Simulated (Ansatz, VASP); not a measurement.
## Two plane-wave programs on ZrS

File INCAR:

```
SYSTEM = ZrS
PREC     = Accurate       ! precision mode
ENCUT    = 520            ! plane-wave cutoff, eV
EDIFF    = 1E-6           ! SCF threshold, eV
ISMEAR   = 0              ! smearing method
SIGMA    = 0.15           ! smearing width, eV
LREAL    = .False.        ! projectors in reciprocal space
LASPH    = .True.         ! aspherical terms in the spheres
NELM     = 80             ! most SCF steps
ALGO     = Normal         ! electronic algorithm
ISIF     = 2              ! what is computed and relaxed
LWAVE    = .False.        ! write WAVECAR
LCHARG   = .True.         ! write CHGCAR
GGA      = PS             ! functional
LELF     = .True.         ! ELF
LVHAR    = .True.       
NBANDS   = 16             ! bands
```

File KPOINTS:

```
regular mesh
0
Gamma
  16 16 16
  0 0 0
```

File POSCAR:

```
ZrS
1.0
    0.0000000000      2.5230548378      2.7040203745
    2.5230548378      0.0000000000      2.7040203745
    2.5230548378      2.5230548378      0.0000000000
Zr S
1 1
Direct
    0.0000000000      0.0000000000      0.0000000000
    0.5000000000      0.5000000000      0.5000000000
```

Input for Ansatz:

```yaml
crystal:
  lattice:
    - [0.0, 2.5230548378, 2.7040203745]
    - [2.5230548378, 0.0, 2.7040203745]
    - [2.5230548378, 2.5230548378, 0.0]
  atoms:
    - { symbol: Zr, position: [0.0, 0.0, 0.0] }
    - { symbol: S, position: [0.5, 0.5, 0.5] }
basis:
  ecutwfc: 420
kpoints:
  mp_grid: { grid: [16, 16, 16] }
hamiltonian:
  xc: pbesol
  pseudopotentials: { kind: paw, azcp: { folder: soft_1 } }
scf:
  occupations: { method: gaussian, width: 0.15 }
output:
  forces: true
  stress: true
  eigenvalues: true
```

Change from the starting cell: strain +e along x and -e along y +0.0000, strain +e along z and -e/2 along x and y +0.0467.

Alike in both runs: task single point; functional PBEsol; k mesh 16 × 16 × 16; occupations gaussian, width 0.15 eV; no spin polarisation.

```csv
,VASP,Ansatz
version,VASP 6.6.1,Ansatz 0.2.0
potentials or method,"VASP PAW PBE potentials, release 64 (Zr_sv, S), cutoff 520 eV","scalar-relativistic, plane waves, PAW"
valence electrons in the cell,18,18
```

|  | VASP | Ansatz | Ansatz less VASP |
| --- | --- | --- | --- |
| gap on the k mesh at the Fermi level (eV) | none | none | - |
| pressure (GPa) | 2.3 | 2.1 | -0.19 |
| traceless stress, the component that is largest in VASP (GPa) | -12.45 | -12.38 | +0.067 |

VASP's potentials were made for PBE, not for PBEsol, and Ansatz warns of the same on its side. A gap of «none» marks a metal or a gap that the smearing closes.
